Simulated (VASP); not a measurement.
**GaN: single point with PBE**

The system is GaN.

```
CELL_PARAMETERS angstrom
3.15866 0.00000 0.00000
-1.57933 2.73548 0.00000
0.00000 0.00000 5.13133
ATOMIC_POSITIONS crystal
Ga 0.33333 0.66667 0.00000
Ga 0.66667 0.33333 0.50000
N 0.33333 0.66667 0.37500
N 0.66667 0.33333 0.87500
```

| Quantity | Value |
| --- | --- |
| Program | VASP 6.6.1 |
| Task | single point |
| Functional | PBE |
| Potentials or basis | VASP PAW PBE potentials, release 64 (Ga_d, N) |
| Cutoff | 520 eV |
| k mesh | 12 × 12 × 4 |
| Occupations | gaussian, width 0.01 eV |
| Spin | no spin polarisation |
| Dipole correction | no |
| Further INCAR settings | ALGO = Normal; EDIFF = 1e-07; NBANDS = 26 |

```json
{
 "Pressure": "11.6 GPa",
 "Largest force": "0.140 eV/Å",
 "Band gap on the k mesh": "2.11 eV, direct"
}
```

Forces in eV/Å, atoms in the order of the input:
```
Ga   0.000  0.000 -0.140
Ga   0.000  0.000 -0.140
N    0.000  0.000  0.140
N    0.000  0.000  0.140
```

Stress tensor (GPa, compression positive):
```
10.77  0.00  0.00
 0.00 10.77  0.00
 0.00  0.00 13.12
```

Levels at points of the mesh, in eV from the valence-band top:
| k point | band 16 | band 17 | band 18 | band 19 | band 20 | band 21 |
| --- | --- | --- | --- | --- | --- | --- |
| (0.00, 0.00, 0.00) | -0.06 | 0.00 | 0.00 | 2.11 | 4.43 | 9.38 |
| (0.50, 0.00, 0.00) | -2.85 | -2.32 | -1.01 | 5.13 | 5.73 | 6.13 |
| (0.00, 0.00, 0.50) | -0.56 | -0.56 | -0.56 | 4.42 | 4.42 | 8.65 |
| (0.50, 0.00, 0.50) | -2.01 | -1.97 | -1.97 | 4.49 | 4.49 | 7.97 |

It took 42 s on 1 thread of AMD EPYC 9R45 96-Core Processor (Zen 5), with other jobs on the host, peak memory 0.16 GiB.
